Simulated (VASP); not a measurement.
# MgO (P6_3mc) in VASP: a series of runs, part 2 of 2

VASP 6.6.1.

## Step 3: Single point, r2SCAN

This run uses another cell than the first one: it holds 8 atoms, not 4.

File POSCAR:

```
MgO
1.0
    3.2468172592      0.0000000000      0.0000000000
   -1.6234086296      2.8118262279      0.0000000000
    0.0000000000      0.0000000000     10.3961696317
Mg O
4 4
Direct
    0.0000000000      0.0000000000     -0.0007772070
    0.3333333333      0.6666666667      0.2478472433
    0.6666666667      0.3333333333      0.4992227930
    0.3333333333      0.6666666667      0.7478472433
    0.0000000000      0.0000000000      0.1887802446
    0.3333333333      0.6666666667      0.4391497191
    0.6666666667      0.3333333333      0.6887802446
    0.3333333333      0.6666666667      0.9391497191
```

File INCAR.step1:

```
PREC = Accurate ; ENCUT = 520
ISMEAR = 0 ; SIGMA = 0.02
LREAL = False ; LASPH = True
NELM = 80 ; NBANDS = 26
GGA = PE ; ALGO = Normal
EDIFF = 1E-4 ; LWAVE = True
LCHARG = False
```

File INCAR.step2:

```
PREC = Accurate ; ENCUT = 520
EDIFF = 1E-6 ; ISMEAR = 0
SIGMA = 0.02 ; LREAL = False
LASPH = True ; NELM = 80
ALGO = Normal ; ISIF = 2
LWAVE = False ; LCHARG = False
METAGGA = R2SCAN ; LMIXTAU = True
NBANDS = 26 ; ISTART = 1
```

File KPOINTS:

```
regular mesh
0
Gamma
  9 9 2
```

Potentials or basis: VASP PAW PBE potentials, release 64 (Mg, O).

Run with:

```
> cat potpaw_PBE.64/Mg/POTCAR potpaw_PBE.64/O/POTCAR > POTCAR
> cp INCAR.step1 INCAR
> mpirun -np 1 vasp_std > vasp.out
> cp INCAR.step2 INCAR
> mpirun -np 1 vasp_std > vasp.out
```

Wall time 1.9 min (1 thread of Intel Xeon 6975P-C (Granite Rapids), shared host); peak memory 0.23 GiB.

Results (log left out):

| Quantity | Value |
| --- | --- |
| Free energy | -63.5431 eV |
| Pressure | -0.6 GPa |
| Largest force | 0.005 eV/Å |
| Band gap on the k mesh | 4.29 eV, direct |

Forces on the atoms (eV/Å):
```
Mg   0.000  0.000 -0.002
Mg   0.000  0.000  0.005
Mg   0.000  0.000 -0.002
Mg   0.000  0.000  0.005
O    0.000  0.000 -0.001
O    0.000  0.000 -0.001
O    0.000  0.000 -0.001
O    0.000  0.000 -0.001
```

Levels at points of the mesh, in eV from the valence-band top:
```csv
k point,band 12,band 13,band 14,band 15,band 16,band 17,band 18,band 19,band 20,band 21
"(0.00, 0.00, 0.00)",-0.23,-0.23,-0.12,-0.12,0.00,4.29,6.65,6.76,9.55,10.75
"(0.00, 0.00, 0.50)",-0.32,-0.16,-0.16,-0.16,-0.16,5.11,5.11,8.37,8.37,12.06
```

Caveat: the PAW data sets were made with another functional, which shifts forces and pressure a little.

## Step 4: Relaxation of cell and atoms, r2SCAN

This run uses another cell than the first one, of the same volume but with other edges.

File POSCAR:

```
MgO
1.0
    3.2200090000      0.0000000000      0.0000000000
   -1.6100050000      2.7886100000      0.0000000000
    0.0000000000      0.0000000000      5.2582530000
Mg O
2 2
Direct
    0.0000000000      0.0000000000      0.0000000000
    0.3333333300      0.6666666700      0.5000000000
    0.0000000000      0.0000000000      0.3750000000
    0.3333333300      0.6666666700      0.8750000000
```

File INCAR.step1:

```
ALGO     = Normal         # electronic algorithm
EDIFF    = 1E-4           # SCF threshold, eV
ENCUT    = 600            # plane-wave cutoff, eV
GGA      = PE             # functional
ISMEAR   = 0              # smearing method
LASPH    = True           # aspherical terms in the spheres
LCHARG   = False          # write CHGCAR
LREAL    = False          # projectors in reciprocal space
LWAVE    = True           # write WAVECAR
NELM     = 60             # most SCF steps
PREC     = Accurate       # precision mode
SIGMA    = 0.02           # smearing width, eV
```

File INCAR.step2:

```
ALGO     = Normal         # electronic algorithm
EDIFF    = 1E-6           # SCF threshold, eV
EDIFFG   = -0.005         # ionic threshold
ENCUT    = 600            # plane-wave cutoff, eV
IBRION   = 2              # ionic algorithm
ISIF     = 3              # what is computed and relaxed
ISMEAR   = 0              # smearing method
ISTART   = 1            
LASPH    = True           # aspherical terms in the spheres
LCHARG   = False          # write CHGCAR
LMIXTAU  = True         
LREAL    = False          # projectors in reciprocal space
LWAVE    = False          # write WAVECAR
METAGGA  = R2SCAN         # meta-GGA
NELM     = 60             # most SCF steps
NSW      = 100            # ionic steps
PREC     = Accurate       # precision mode
SIGMA    = 0.02           # smearing width, eV
```

File KPOINTS:

```
k-points
0
Gamma
  9 9 4
```

Run with:

```
> cat potpaw_PBE.64/Mg/POTCAR potpaw_PBE.64/O/POTCAR > POTCAR
> cp INCAR.step1 INCAR
> mpirun -np 1 vasp_std > vasp.out
> cp INCAR.step2 INCAR
> mpirun -np 1 vasp_std > vasp.out
```

Wall time 5.9 min (1 thread of Intel Xeon 6975P-C (Granite Rapids), shared host); peak memory 0.21 GiB.

It converged, with:

| Property | Result |
| --- | --- |
| Free energy | -31.8632 eV |
| Relaxed volume | 11.72 Å³/atom |
| Relaxed cell | a = 3.282 Å, b = 3.282 Å, c = 5.022 Å, α = 90.00°, β = 90.00°, γ = 120.00° |
| Space group after relaxing (to 0.05 Å) | P6_3mc (No. 186) |
| Energy gained by relaxing | 8.6 meV/atom |
| Ionic steps | 11 |
| Pressure after relaxing | 0.0 GPa |
| Band gap on the k mesh | 4.24 eV, direct |

Forces in eV/Å, atoms in the order of the input:
```
Mg   0.000  0.000 -0.003
Mg   0.000  0.000 -0.003
O    0.000  0.000  0.003
O    0.000  0.000  0.003
```

The path:
```tsv
step	energy change (eV)	largest force (eV/Å)	pressure (GPa)	volume (Å³)
1	0.0000	0.1589	-0.18	47.22
2	-0.0133	0.1658	0.02	47.12
3	-0.0273	0.2274	0.50	46.84
4	-0.0339	0.0043	-0.14	46.99
5	-0.0339	0.0033	-0.17	46.99
6	-0.0339	0.0075	-0.18	47.00
7	-0.0342	0.0095	-0.05	46.94
8	-0.0344	0.0091	0.14	46.84
9	-0.0344	0.0090	0.20	46.81
10	-0.0344	0.0112	-0.10	46.90
11	-0.0345	0.0030	0.02	46.86
```

Final structure:
```
CELL_PARAMETERS angstrom
3.28246 0.00000 0.00000
-1.64123 2.84270 0.00000
0.00000 0.00000 5.02213
ATOMIC_POSITIONS crystal
Mg 0.00000 0.00000 0.99010
Mg 0.33333 0.66667 0.49010
O 0.00000 0.00000 0.38490
O 0.33333 0.66667 0.88490
```

Levels at points of the mesh, in eV from the valence-band top:
| k point | band 4 | band 5 | band 6 | band 7 | band 8 | band 9 | band 10 | band 11 | band 12 |
| --- | --- | --- | --- | --- | --- | --- | --- | --- | --- |
| (0.00, 0.00, 0.00) | -0.70 | -0.70 | -0.38 | -0.38 | 0.00 | 4.24 | 9.48 | 11.22 | 15.28 |
| (0.00, 0.00, 0.50) | -1.98 | -0.54 | -0.54 | -0.54 | -0.54 | 6.76 | 6.76 | 14.24 | 14.24 |

Caveat: the PAW data sets were made with another functional, which shifts forces and pressure a little.

## Step 5: Single point, r2SCAN

This run uses another cell than the first one: it holds 12 atoms, not 4.

File POSCAR:

```
MgO
1.0
    3.2394114038      0.0000000000      0.0000000000
   -1.6197057019      2.8054125690      0.0000000000
    0.0000000000      0.0000000000     15.6778590312
Mg O
6 6
Direct
    0.0000000000      0.0000000000     -0.0000472787
    0.3333333333      0.6666666667      0.1653532386
    0.6666666667      0.3333333333      0.3328964442
    0.0000000000      0.0000000000      0.4999527213
    0.6666666667      0.3333333333      0.6653532386
    0.3333333333      0.6666666667      0.8328964442
    0.0000000000      0.0000000000      0.1254424291
    0.3333333333      0.6666666667      0.2919231532
    0.6666666667      0.3333333333      0.4594320137
    0.0000000000      0.0000000000      0.6254424291
    0.6666666667      0.3333333333      0.7919231532
    0.3333333333      0.6666666667      0.9594320137
```

File INCAR.step1:

```
SYSTEM = MgO
PREC     = Accurate       ! precision mode
ENCUT    = 520            ! plane-wave cutoff, eV
ISMEAR   = 0              ! smearing method
SIGMA    = 0.02           ! smearing width, eV
LREAL    = .False.        ! projectors in reciprocal space
LASPH    = .True.         ! aspherical terms in the spheres
NELM     = 80             ! most SCF steps
NBANDS   = 36             ! bands
GGA      = PE             ! functional
ALGO     = Normal         ! electronic algorithm
EDIFF    = 1E-4           ! SCF threshold, eV
LWAVE    = .True.         ! write WAVECAR
LCHARG   = .False.        ! write CHGCAR
```

File INCAR.step2:

```
SYSTEM = MgO
PREC     = Accurate       ! precision mode
ENCUT    = 520            ! plane-wave cutoff, eV
EDIFF    = 1E-7           ! SCF threshold, eV
ISMEAR   = 0              ! smearing method
SIGMA    = 0.02           ! smearing width, eV
LREAL    = .False.        ! projectors in reciprocal space
LASPH    = .True.         ! aspherical terms in the spheres
NELM     = 80             ! most SCF steps
ALGO     = Normal         ! electronic algorithm
ISIF     = 2              ! what is computed and relaxed
LWAVE    = .False.        ! write WAVECAR
LCHARG   = .True.         ! write CHGCAR
METAGGA  = R2SCAN         ! meta-GGA
LMIXTAU  = .True.       
LELF     = .True.         ! ELF
LVHAR    = .True.       
NBANDS   = 36             ! bands
ISTART   = 1
```

File KPOINTS:

```
Automatic mesh
0
Gamma
  9 9 2
  0 0 0
```

Run with:

```
> cat potpaw_PBE.64/Mg/POTCAR potpaw_PBE.64/O/POTCAR > POTCAR
> cp INCAR.step1 INCAR
> mpirun -np 1 vasp_std > vasp.out
> cp INCAR.step2 INCAR
> mpirun -np 1 vasp_std > vasp.out
```

Wall time 3.9 min (1 thread of Intel Xeon 6975P-C (Granite Rapids), shared host); peak memory 0.31 GiB.

Results (log left out):

```yaml
Free_energy: -95.2478 eV
Pressure: -0.6 GPa
Largest_force: 0.006 eV/Å
Band_gap_on_the_k_mesh: 4.30 eV, direct
```

Forces on the atoms (eV/Å):
```
Mg   0.000  0.000 -0.003
Mg   0.000  0.000  0.006
Mg   0.000  0.000 -0.002
Mg   0.000  0.000 -0.003
Mg   0.000  0.000  0.006
Mg   0.000  0.000 -0.002
O    0.000  0.000 -0.001
O    0.000  0.000  0.002
O    0.000  0.000 -0.003
O    0.000  0.000 -0.001
O    0.000  0.000  0.002
O    0.000  0.000 -0.003
```

Levels at points of the mesh, in eV from the valence-band top:
```
           k point  band 21  band 22  band 23  band 24  band 25  band 26  band 27  band 28
(0.00, 0.00, 0.00)    -0.11    -0.07    -0.07     0.00     4.30     5.57     5.65     7.76
(0.00, 0.00, 0.50)    -0.08    -0.08    -0.08    -0.08     4.70     4.70     6.70     6.70
```

Caveat: the PAW data sets were made with another functional, which shifts forces and pressure a little. r2SCAN opens gaps a little over a GGA but as a rule still falls short of measured ones.

## Step 6: Overview

| task | cell | k mesh | cutoff (eV) | gap on the mesh (eV) | pressure (GPa) |
| --- | --- | --- | --- | --- | --- |
| single point | a = 3.289, b = 3.289, c = 5.033 Å, angles 90.0, 90.0, 120.0°, 4 atoms | 9 × 9 × 4 | 520 | 4.21 | -0.6 |
| single point | a = 3.247, b = 3.247, c = 10.396 Å, angles 90.0, 90.0, 120.0°, 8 atoms | 9 × 9 × 2 | 520 | 4.29 | -0.6 |
| relaxation of cell and atoms | relaxed from a = 3.220, b = 3.220, c = 5.258 Å, angles 90.0, 90.0, 120.0°, 4 atoms | 9 × 9 × 4 | 600 | 4.24 | 0.0 |
| single point | a = 3.239, b = 3.239, c = 15.678 Å, angles 90.0, 90.0, 120.0°, 12 atoms | 9 × 9 × 2 | 520 | 4.30 | -0.6 |

Alike in all rows: level r2SCAN; potentials or basis VASP PAW PBE potentials, release 64 (Mg, O); no spin polarisation; smearing gaussian 0.02 eV.

Caveats: the PAW data sets were made with another functional, which shifts forces and pressure a little.

Absolute energies hang on the potentials; compare differences alone.
